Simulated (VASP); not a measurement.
A run of VASP 6.6.1:

File INCAR:

```
SYSTEM = Ta
ALGO     = Fast           ! electronic algorithm
EDIFF    = 1E-6           ! SCF threshold, eV
ENCUT    = 520            ! plane-wave cutoff, eV
GGA      = PE             ! functional
ISIF     = 2              ! what is computed and relaxed
ISMEAR   = 0              ! smearing method
LASPH    = .TRUE.         ! aspherical terms in the spheres
LCHARG   = .FALSE.        ! write CHGCAR
LREAL    = .FALSE.        ! projectors in reciprocal space
LWAVE    = .FALSE.        ! write WAVECAR
NBANDS   = 18             ! bands
NELM     = 60             ! most SCF steps
PREC     = Accurate       ! precision mode
SIGMA    = 0.1            ! smearing width, eV
```

KPOINTS

```
k-points
0
G
  16 16 16
  0 0 0
```

POSCAR

```
Ta
1.0
    3.5182061334      0.0000000000      0.0000000000
    0.0000000000      3.5182061334      0.0000000000
    0.0000000000      0.0000000000      3.1995761440
Ta
2
Direct
    0.0000000000      0.0000000000      0.0000000000
    0.5000000000      0.5000000000      0.5000000000
```

Potentials or basis: VASP PAW PBE potentials, release 64 (Ta_pv).

Run with:

```bash
$ cat potpaw_PBE.64/Ta_pv/POTCAR > POTCAR
$ mpirun -np 1 vasp_std > vasp.out
```

Hardware: 1 thread of Intel(R) Xeon(R) 6975P-C (Granite Rapids) (shared host).

Problem. How long does it take, and how much memory?

Solution. It took 98 s on 1 thread of Intel(R) Xeon(R) 6975P-C (Granite Rapids) (shared host), peak memory 0.33 GiB. Counts: scf iterations 14, k points 405.
